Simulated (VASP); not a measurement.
# WS2 in VASP: a series of runs

WS2 is run at these levels: PBEsol; tasks: single point, relaxation of the atoms.

Program: VASP 6.6.1. These are calculated values, not measurements. Logs are shortened: lines on timing, memory, paths and dates and some standing lists are left out, and cuts for length are marked.

### Step 1. The cell of the first run

The cell holds a slab with vacuum, 3 atoms: a = 3.146 Å, b = 3.146 Å, c = 16.953 Å, α = 90.00°, β = 90.00°, γ = 120.00°.

### Step 2. Single point, PBEsol

INCAR reads:

```
PREC = Accurate ; ENCUT = 520
EDIFF = 1E-7 ; ISMEAR = 0
SIGMA = 0.05 ; LREAL = F
LASPH = T ; NELM = 100
ALGO = Normal ; ISIF = 2
LWAVE = F ; LCHARG = F
GGA = PS ; NBANDS = 20
```

KPOINTS reads:

```
regular mesh
0
Gamma
  12 12 2
```

POSCAR reads:

```
WS2
1.0
    3.1457762248      0.0000000000      0.0000000000
   -1.5728881124      2.7243221253      0.0000000000
    0.0000000000      0.0000000000     16.9534210846
W S
1 2
Direct
    0.3333333333      0.6666666667      0.0000000000
    0.6666666667      0.3333333333      0.9075761491
    0.6666666667      0.3333333333      0.0924238509
```

Potentials or basis: VASP PAW PBE potentials, release 64 (W_sv, S).

Run with:

```sh
$ cat potpaw_PBE.64/W_sv/POTCAR potpaw_PBE.64/S/POTCAR > POTCAR
$ mpirun -np 1 vasp_std > vasp.out
```

OUTCAR:

```text
PREC = Accurate
   ENCUT = 520
   EDIFF = 1E-7
   ISMEAR = 0
   LREAL = F
   LASPH = T
   NELM = 100
   ISIF = 2
   GGA = PS

 ion  position               nearest neighbor table
   1  0.333  0.667  0.000-   2 2.40   3 2.40   2 2.40   3 2.40   2 2.40   3 2.40
   2  0.667  0.333  0.908-   1 2.40   1 2.40   1 2.40
   3  0.667  0.333  0.092-   1 2.40   1 2.40   1 2.40

  LATTYP: Found a hexagonal cell.
 ALAT       =     3.1457762248
 C/A-ratio  =     5.3892648024

  Lattice vectors:

 A1 = (   3.1457762248,   0.0000000000,   0.0000000000)
 A2 = (  -1.5728881124,   2.7243221253,   0.0000000000)
 A3 = (   0.0000000000,   0.0000000000,  16.9534210846)

Analysis of symmetry for initial positions (statically):
=====================================================================
 Subroutine PRICEL returns:
 Original cell was already a primitive cell.

 Routine SETGRP: Setting up the symmetry group for a
 hexagonal supercell.

 Subroutine GETGRP returns: Found 12 space group operations
 (whereof 12 operations were pure point group operations)
 out of a pool of 24 trial point group operations.

The static configuration has the point symmetry D_3h.

Analysis of symmetry for dynamics (positions and initial velocities):
=====================================================================
 Subroutine PRICEL returns:
 Original cell was already a primitive cell.

 Routine SETGRP: Setting up the symmetry group for a
 hexagonal supercell.

 Subroutine GETGRP returns: Found 12 space group operations
 (whereof 12 operations were pure point group operations)
 out of a pool of 24 trial point group operations.

The dynamic configuration has the point symmetry D_3h.

 Subroutine INISYM returns: Found 12 space group operations
 (whereof 12 operations are pure point group operations),
 and found     1 'primitive' translations

----------------------------------------------------------------------------------------

                                     Primitive cell

  volume of cell :     145.2926

  direct lattice vectors                    reciprocal lattice vectors
     3.145776225  0.000000000  0.000000000     0.317886566  0.183531894  0.000000000
    -1.572888112  2.724322125  0.000000000     0.000000000  0.367063788  0.000000000
     0.000000000  0.000000000 16.953421085     0.000000000  0.000000000  0.058985145

  length of vectors
     3.145776225  3.145776225 16.953421085     0.367063788  0.367063788  0.058985145

  position of ions in fractional coordinates (direct lattice)
     0.333333333  0.666666667  0.000000000
     0.666666667  0.333333333  0.907576149
     0.666666667  0.333333333  0.092423851

  ion indices of the primitive-cell ions
   primitive index   ion index
                 1           1
                 2           2
                 3           3

----------------------------------------------------------------------------------------

 KPOINTS: regular mesh

Automatic generation of k-mesh.
 Grid dimensions read from file:
 generate k-points for:   12   12    2

 Generating k-lattice:

  Cartesian coordinates                     Fractional coordinates (reciprocal lattice)
     0.026490547  0.015294325  0.000000000     0.083333333  0.000000000  0.000000000
     0.000000000  0.030588649  0.000000000     0.000000000  0.083333333  0.000000000
     0.000000000  0.000000000  0.029492572     0.000000000  0.000000000  0.500000000

  Length of vectors
     0.030588649  0.030588649  0.029492572

  Shift w.r.t. Gamma in fractional coordinates (k-lattice)
     0.000000000  0.000000000  0.000000000

 Subroutine IBZKPT returns following result:
 ===========================================

 Found     38 irreducible k-points:

 Following reciprocal coordinates:
            Coordinates               Weight
  0.000000  0.000000  0.000000      1.000000
  0.083333  0.000000  0.000000      6.000000
  0.166667  0.000000  0.000000      6.000000
  0.250000  0.000000  0.000000      6.000000
  0.333333  0.000000  0.000000      6.000000
  0.416667  0.000000  0.000000      6.000000
[... 16 lines left out ...]
  0.250000  0.000000  0.500000      6.000000
  0.333333  0.000000  0.500000      6.000000
 [... further k-points ...]
   k-points           NKPTS =     38   k-points in BZ     NKDIM =     38   number of bands    NBANDS=     20
   number of dos      NEDOS =    301   number of ions     NIONS =      3
   total plane-waves  NPLWV =  72576
   dimension x,y,z NGX =    24 NGY =   24 NGZ =  126
   dimension x,y,z NGXF=    48 NGYF=   48 NGZF=  252
   ions per type =               1   2
   NGX,Y,Z   is equivalent  to a cutoff of  12.68, 12.68, 12.36 a.u.
   NGXF,Y,Z  is equivalent  to a cutoff of  25.37, 25.37, 24.71 a.u.
 SYSTEM =  unknown system
   PREC   = accura    normal or accurate (medium, high low for compatibility)
   ISTART =      0    job   : 0-new  1-cont  2-samecut
   ICHARG =      2    charge: 1-file 2-atom 10-const
   ISPIN  =      1    spin polarized calculation?
[... 83 lines left out ...]
     20       4.9299      0.00000

 k-point     3 :       0.1667    0.0000    0.0000
  band No.  band energies     occupation
      1     -75.0469      2.00000
      2     -39.3127      2.00000
      3     -39.2328      2.00000
      4     -39.1583      2.00000
      5     -15.5711      2.00000
      6     -14.1729      2.00000
[... 12 lines left out ...]
     19       4.9475      0.00000
     20       5.7881      0.00000

 k-point     4 :       0.2500    0.0000    0.0000
  band No.  band energies     occupation
      1     -75.0419      2.00000
      2     -39.3283      2.00000
      3     -39.2949      2.00000
      4     -39.1807      2.00000
      5     -15.0564      2.00000
      6     -13.9859      2.00000
[... 12 lines left out ...]
     19       5.5575      0.00000
     20       6.2720      0.00000

 k-point     5 :       0.3333    0.0000    0.0000
  band No.  band energies     occupation
      1     -75.0369      2.00000
      2     -39.4222      2.00000
      3     -39.2771      2.00000
      4     -39.2030      2.00000
      5     -14.4705      2.00000
      6     -13.7794      2.00000
[... 12 lines left out ...]
     19       6.1512      0.00000
     20       6.2498      0.00000

 k-point     6 :       0.4167    0.0000    0.0000
  band No.  band energies     occupation
      1     -75.0333      2.00000
      2     -39.4901      2.00000
      3     -39.2641      2.00000
      4     -39.2193      2.00000
      5     -13.9714      2.00000
      6     -13.6124      2.00000
[... 12 lines left out ...]
     19       6.3816      0.00000
     20       6.5682      0.00000

 k-point     7 :       0.5000    0.0000    0.0000
  band No.  band energies     occupation
      1     -75.0319      2.00000
      2     -39.5147      2.00000
      3     -39.2593      2.00000
      4     -39.2252      2.00000
      5     -13.7666      2.00000
      6     -13.5473      2.00000
[... 12 lines left out ...]
     19       6.4908      0.00000
     20       6.8077      0.00000
[... 277 lines left out ...]
 k-point    20 :       0.0000    0.0000    0.5000
  band No.  band energies     occupation
      1     -75.0519      2.00000
      2     -39.3304      2.00000
      3     -39.1358      2.00000
      4     -39.1358      2.00000
      5     -16.0377      2.00000
      6     -14.3444      2.00000
[... 12 lines left out ...]
     19       4.1734      0.00000
     20       4.6924      0.00000

 k-point    21 :       0.0833    0.0000    0.5000
  band No.  band energies     occupation
      1     -75.0506      2.00000
      2     -39.3256      2.00000
      3     -39.1619      2.00000
      4     -39.1418      2.00000
      5     -15.9165      2.00000
      6     -14.2998      2.00000
[... 12 lines left out ...]
     19       4.3338      0.00000
     20       5.0883      0.00000

 k-point    22 :       0.1667    0.0000    0.5000
  band No.  band energies     occupation
      1     -75.0469      2.00000
      2     -39.3127      2.00000
      3     -39.2328      2.00000
      4     -39.1583      2.00000
      5     -15.5711      2.00000
      6     -14.1729      2.00000
[... 12 lines left out ...]
     19       4.8342      0.00000
     20       6.1220      0.00000

 k-point    23 :       0.2500    0.0000    0.5000
  band No.  band energies     occupation
      1     -75.0419      2.00000
      2     -39.3283      2.00000
      3     -39.2949      2.00000
      4     -39.1807      2.00000
      5     -15.0564      2.00000
      6     -13.9859      2.00000
[... 12 lines left out ...]
     19       5.3755      0.00000
     20       6.6762      0.00000

 k-point    24 :       0.3333    0.0000    0.5000
  band No.  band energies     occupation
      1     -75.0370      2.00000
      2     -39.4222      2.00000
      3     -39.2772      2.00000
      4     -39.2030      2.00000
      5     -14.4705      2.00000
      6     -13.7794      2.00000
[... 12 lines left out ...]
     19       6.0827      0.00000
     20       6.3335      0.00000

 [... further k-points ...]

------------------------ aborting loop because EDIFF is reached ----------------------------------------

  FORCE on cell =-STRESS in cart. coord.  units (eV):
  Direction    XX          YY          ZZ          XY          YZ          ZX
  --------------------------------------------------------------------------------------
  -------------------------------------------------------------------------------------
  Total        0.0351996      0.0351996      0.0364744      0.0000000      0.0000000      0.0000000
  in kB        0.3881546      0.3881546      0.4022116      0.0000000      0.0000000      0.0000000
  external PRESSURE =       0.3928403 kB  Pullay stress =       0.0000000 kB

 VOLUME and BASIS-vectors are now :
 -----------------------------------------------------------------------------
  energy-cutoff  :      520.00
  volume of cell :      145.29
      direct lattice vectors                 reciprocal lattice vectors
     3.145776225  0.000000000  0.000000000     0.317886566  0.183531894  0.000000000
    -1.572888112  2.724322125  0.000000000     0.000000000  0.367063788  0.000000000
     0.000000000  0.000000000 16.953421085     0.000000000  0.000000000  0.058985145

 POSITION                                       TOTAL-FORCE (eV/Angst)
 -----------------------------------------------------------------------------------
     -0.00000      1.81621      0.00000        -0.000000      0.000000      0.000000
      1.57289      0.90811     15.38652         0.000000      0.000000     -0.020674
      1.57289      0.90811      1.56690         0.000000      0.000000      0.020674
 -----------------------------------------------------------------------------------
    total drift:                               -0.000000      0.000000     -0.000000

  FREE ENERGIE OF THE ION-ELECTRON SYSTEM (eV)
  ---------------------------------------------------
  free  energy   TOTEN  =       -25.2490451946 eV

  energy  without entropy=      -25.2490451946  energy(sigma->0) =      -25.24904519
```

Run time: 1.7 min. Hardware: 1 thread of AMD EPYC 7R13 (Zen 3), shared host; peak memory 0.27 GiB.

What came out:

* Free energy: -25.2490 eV
* Largest force: 0.021 eV/Å
* Band gap on the k mesh: 1.94 eV

Forces on the atoms (eV/Å):
```
W    0.000  0.000  0.000
S    0.000  0.000 -0.021
S    0.000  0.000  0.021
```

Caveat: the PAW data sets were made with another functional, which shifts forces and pressure a little; spin-orbit coupling is left out, which moves the levels of the heavy elements.

### Step 3. Single point, PBEsol

INCAR reads:

```
SYSTEM = WS2
PREC = Accurate
ENCUT = 520
EDIFF = 1E-6
ISMEAR = 0
SIGMA = 0.05
LREAL = .False.
LASPH = .True.
NELM = 80
ALGO = Normal
ISIF = 2
LWAVE = .False.
LCHARG = .False.
GGA = PS
NBANDS = 20
```

KPOINTS reads:

```
Automatic mesh
0
Gamma
  12 12 2
  0 0 0
```

POSCAR is that of step 2.

Potentials or basis: VASP PAW PBE potentials, release 64 (W_sv, S).

Run with:

```sh
$ cat potpaw_PBE.64/W_sv/POTCAR potpaw_PBE.64/S/POTCAR > POTCAR
$ mpirun -np 1 vasp_std > vasp.out
```

Run time: 96 s. Hardware: 1 thread of AMD EPYC 7R13 (Zen 3), shared host; peak memory 0.27 GiB.

Results (log left out):

```
Free energy            : -25.2490 eV
Largest force          : 0.021 eV/Å
Band gap on the k mesh : 1.94 eV
```

Forces on the atoms (eV/Å):
```
W    0.000  0.000  0.000
S    0.000  0.000 -0.021
S    0.000  0.000  0.021
```

Levels at points of the mesh, in eV from the valence-band top:
```csv
k point,band 11,band 12,band 13,band 14,band 15,band 16
"(0.00, 0.00, 0.00)",-1.57,-1.57,-0.13,2.99,2.99,3.17
"(0.50, 0.00, 0.00)",-2.19,-1.19,-0.97,3.01,3.43,4.09
"(0.00, 0.00, 0.50)",-1.57,-1.57,-0.13,2.99,2.99,3.17
"(0.50, 0.00, 0.50)",-2.19,-1.19,-0.97,3.01,3.43,4.09
```

Caveat: the PAW data sets were made with another functional, which shifts forces and pressure a little; spin-orbit coupling is left out, which moves the levels of the heavy elements.

### Step 4. Single point, PBEsol

This run uses another cell than the first one: it holds 6 atoms, not 3.

INCAR reads:

```
SYSTEM = WS2
ALGO     = Normal         ! electronic algorithm
EDIFF    = 1E-6           ! SCF threshold, eV
ENCUT    = 520            ! plane-wave cutoff, eV
GGA      = PS             ! functional
ISIF     = 2              ! what is computed and relaxed
ISMEAR   = 0              ! smearing method
LASPH    = .True.         ! aspherical terms in the spheres
LCHARG   = .False.        ! write CHGCAR
LREAL    = .False.        ! projectors in reciprocal space
LWAVE    = .False.        ! write WAVECAR
NBANDS   = 35             ! bands
NELM     = 100            ! most SCF steps
PREC     = Accurate       ! precision mode
SIGMA    = 0.05           ! smearing width, eV
```

KPOINTS reads:

```
k-points
0
Gamma
  12 12 1
  0 0 0
```

POSCAR reads:

```
WS2
1.0
    3.1457762248      0.0000000000      0.0000000000
   -1.5728881124      2.7243221253      0.0000000000
    0.0000000000      0.0000000000     33.9068421692
W S
2 4
Direct
    0.3333333333      0.6666666667      0.5000000000
    0.3333333333      0.6666666667      0.0000000000
    0.6666666667      0.3333333333      0.4537880746
    0.6666666667      0.3333333333      0.9537880746
    0.6666666667      0.3333333333      0.0462119254
    0.6666666667      0.3333333333      0.5462119254
```

Run with:

```sh
$ cat potpaw_PBE.64/W_sv/POTCAR potpaw_PBE.64/S/POTCAR > POTCAR
$ mpirun -np 1 vasp_std > vasp.out
```

Wall time 3.4 min (1 thread of AMD EPYC 7R13 (Zen 3), shared host); peak memory 0.42 GiB.

It converged, with:

| Item | Value |
| --- | --- |
| Free energy | -50.4981 eV |
| Largest force | 0.021 eV/Å |
| Band gap on the k mesh | 1.94 eV |

Forces in eV/Å, atoms in the order of the input:
```
W    0.000  0.000  0.000
W    0.000  0.000  0.000
S    0.000  0.000 -0.021
S    0.000  0.000 -0.021
S    0.000  0.000  0.021
S    0.000  0.000  0.021
```

Levels at points of the mesh, in eV from the valence-band top:
| k point | band 22 | band 23 | band 24 | band 25 | band 26 | band 27 | band 28 | band 29 | band 30 | band 31 |
| --- | --- | --- | --- | --- | --- | --- | --- | --- | --- | --- |
| (0.00, 0.00, 0.00) | -1.57 | -1.57 | -1.57 | -0.13 | -0.13 | 2.99 | 2.99 | 2.99 | 2.99 | 3.17 |
| (0.50, 0.00, 0.00) | -2.19 | -1.19 | -1.19 | -0.97 | -0.96 | 3.01 | 3.01 | 3.43 | 3.43 | 4.09 |

Caveat: the PAW data sets were made with another functional, which shifts forces and pressure a little; spin-orbit coupling is left out, which moves the levels of the heavy elements.

### Step 5. Relaxation of the atoms, PBEsol (strain along c alone, the other axes held: +3.0 %)

INCAR reads:

```
SYSTEM = WS2
  PREC = Accurate
  ENCUT = 520
  EDIFF = 1E-6
  ISMEAR = 0
  SIGMA = 0.02
  LREAL = .FALSE.
  LASPH = .TRUE.
  NELM = 60
  ALGO = Normal
  ISIF = 2
  LWAVE = .FALSE.
  LCHARG = .FALSE.
  GGA = PS
  IBRION = 2
  NSW = 60
  EDIFFG = -0.008
```

KPOINTS reads:

```
Automatic mesh
0
G
  12 12 2
  0 0 0
```

POSCAR reads:

```
WS2
1.0
    3.1457762274      0.0000000000      0.0000000000
   -1.5728881137      2.7243221276      0.0000000000
    0.0000000000      0.0000000000     17.4620236936
W S
1 2
Direct
    0.3333333333      0.6666666667      0.0000000000
    0.6666666667      0.3333333333      0.9089535471
    0.6666666667      0.3333333333      0.0910464529
```

Run with:

```sh
$ cat potpaw_PBE.64/W_sv/POTCAR potpaw_PBE.64/S/POTCAR > POTCAR
$ mpirun -np 1 vasp_std > vasp.out
```

Wall time 2.8 min (1 thread of Intel Xeon Platinum 8259CL at 2.50GHz (Skylake/Cascade Lake), shared host); peak memory 0.33 GiB.

The run converged. Its results:

| Quantity | Value |
| --- | --- |
| Free energy | -25.2490 eV |
| Energy gained by relaxing | 3.2 meV/atom |
| Ionic steps | 3 |
| Band gap on the k mesh | 1.94 eV |

Step by step:
```csv
step,energy change (eV),largest force (eV/Å),pressure (GPa)
1,0.0000,0.4350,-0.85
2,-0.0096,0.0190,-0.04
3,-0.0097,0.0007,0.00
```

Final structure:
```
CELL_PARAMETERS angstrom
3.14578 0.00000 0.00000
-1.57289 2.72432 0.00000
0.00000 0.00000 17.46202
ATOMIC_POSITIONS crystal
W 0.33333 0.66667 0.00000
S 0.66667 0.33333 0.91021
S 0.66667 0.33333 0.08979
```

Levels at points of the mesh, in eV from the valence-band top:
```tsv
k point	band 9	band 10	band 11	band 12	band 13	band 14	band 15	band 16	band 17
(0.00, 0.00, 0.00)	-2.85	-2.20	-1.56	-1.56	-0.14	2.99	2.99	3.16	3.16
(0.50, 0.00, 0.00)	-4.52	-3.43	-2.20	-1.18	-0.97	3.01	3.43	4.08	4.86
(0.00, 0.00, 0.50)	-2.85	-2.20	-1.56	-1.56	-0.14	2.99	2.99	3.16	3.16
(0.50, 0.00, 0.50)	-4.52	-3.43	-2.20	-1.18	-0.97	3.01	3.43	4.08	4.86
```

Caveat: the cell differs from its parent crystal (strain along c alone, the other axes held: +3.0 %); the PAW data sets were made with another functional, which shifts forces and pressure a little; spin-orbit coupling is left out, which moves the levels of the heavy elements.

### Step 6. Single point, PBEsol

INCAR reads:

```
ALGO = Normal
EDIFF = 1E-6
ENCUT = 520
GGA = PS
ISIF = 2
ISMEAR = 0
LASPH = True
LCHARG = False
LREAL = False
LWAVE = False
NBANDS = 20
NELM = 60
PREC = Accurate
SIGMA = 0.02
```

KPOINTS reads:

```
k-points
0
Gamma
  12 12 2
```

POSCAR reads:

```
WS2
1.0
    3.1457762203      0.0000000000      0.0000000000
   -1.5728881102      2.7243221214      0.0000000000
    0.0000000000      0.0000000000     16.9534210188
W S
1 2
Direct
    0.3333333333      0.6666666667      0.0000000000
    0.6666666667      0.3333333333      0.9075761485
    0.6666666667      0.3333333333      0.0924238515
```

Potentials or basis: VASP PAW PBE potentials, release 64 (W_sv, S).

Run with:

```sh
$ cat potpaw_PBE.64/W_sv/POTCAR potpaw_PBE.64/S/POTCAR > POTCAR
$ mpirun -np 1 vasp_std > vasp.out
```

Run time: 3.4 min. Hardware: 1 thread of Intel Xeon 8259CL, shared host; peak memory 0.3 GiB.

Results (log left out):

- Free energy: -25.2490 eV
- Largest force: 0.021 eV/Å
- Band gap on the k mesh: 1.94 eV

Forces on the atoms (eV/Å):
```
W    0.000  0.000  0.000
S    0.000  0.000 -0.021
S    0.000  0.000  0.021
```

Levels at points of the mesh, in eV from the valence-band top:
```
           k point  band 11  band 12  band 13  band 14  band 15  band 16
(0.00, 0.00, 0.00)    -1.57    -1.57    -0.13     2.99     2.99     3.17
(0.50, 0.00, 0.00)    -2.19    -1.19    -0.97     3.01     3.43     4.09
(0.00, 0.00, 0.50)    -1.57    -1.57    -0.13     2.99     2.99     3.17
(0.50, 0.00, 0.50)    -2.19    -1.19    -0.97     3.01     3.43     4.09
```

Caveat: the PAW data sets were made with another functional, which shifts forces and pressure a little; spin-orbit coupling is left out, which moves the levels of the heavy elements.

### Step 7. The runs side by side

```tsv
task	cell	k mesh	smearing	gap on the mesh (eV)	largest force (eV/Å)
single point	a = 3.146, b = 3.146, c = 16.953 Å, angles 90.0, 90.0, 120.0°, 3 atoms, atomic positions A	12 × 12 × 2	gaussian 0.05 eV	1.94	0.02
single point	a = 3.146, b = 3.146, c = 33.907 Å, angles 90.0, 90.0, 120.0°, 6 atoms, atomic positions B	12 × 12 × 1	gaussian 0.05 eV	1.94	0.02
relaxation of the atoms	atoms relaxed from a = 3.146, b = 3.146, c = 17.462 Å, angles 90.0, 90.0, 120.0°, 3 atoms, atomic positions C	12 × 12 × 2	gaussian 0.02 eV	1.94	-
single point	a = 3.146, b = 3.146, c = 16.953 Å, angles 90.0, 90.0, 120.0°, 3 atoms, atomic positions A	12 × 12 × 2	gaussian 0.02 eV	1.94	0.02
```

Alike in all rows: level PBEsol; potentials or basis VASP PAW PBE potentials, release 64 (W_sv, S); no spin polarisation; cutoff (eV) 520.

Caveats: the PAW data sets were made with another functional, which shifts forces and pressure a little; spin-orbit coupling is left out, which moves the levels of the heavy elements.

Absolute energies hang on the potentials; compare differences alone.
